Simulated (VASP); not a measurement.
Wanted: the native input for a VASP 6.6.1 run.

| Item | Value |
| --- | --- |
| Task | single point |
| Functional | PBE |
| Potentials or basis | VASP PAW PBE potentials, release 64 (Hf_pv, N) |
| Cutoff | 520 eV |
| k mesh | 5 × 5 × 5 |
| Occupations | fermi-dirac, width 0.04 eV |
| Spin | no spin polarisation |
| Dipole correction | no |
| Further INCAR settings | ALGO = Normal; EDIFF = 1e-06; NBANDS = 14 |

The structure of HfN lies in POSCAR:

```
HfN
1.0
    0.0000000000      2.4548220000      2.4548220000
    2.4548220000      0.0000000000      2.4548220000
    2.4548220000      2.4548220000      0.0000000000
Hf N
1 1
Direct
    0.0000000000      0.0000000000      0.0000000000
    0.2500000000      0.2500000000      0.2500000000
```

One way to write it, as run:

INCAR

```
SYSTEM = HfN
PREC = Accurate
ENCUT = 520
EDIFF = 1E-6
ISMEAR = -1
SIGMA = 0.04
LREAL = .FALSE.
LASPH = .TRUE.
NELM = 60
ALGO = Normal
ISIF = 2
LWAVE = .FALSE.
LCHARG = .TRUE.
GGA = PE
LELF = .TRUE.
LVHAR = .TRUE.
NBANDS = 14
```

KPOINTS

```
Automatic mesh
0
G
  5 5 5
  0 0 0
```

Potentials or basis: VASP PAW PBE potentials, release 64 (Hf_pv, N).

Command:

```sh
$ cat potpaw_PBE.64/Hf_pv/POTCAR potpaw_PBE.64/N/POTCAR > POTCAR
$ mpirun -np 1 vasp_std > vasp.out
```

Results of the run:

```json
{"Pressure": "0.0 GPa"}
```

Caveat: the k points lie up to 0.44 Å⁻¹ apart.

Wall time 7.8 s on 1 thread of AMD EPYC 7R43 64-Core Processor (Zen 3), on a shared host, peak memory 0.11 GiB.
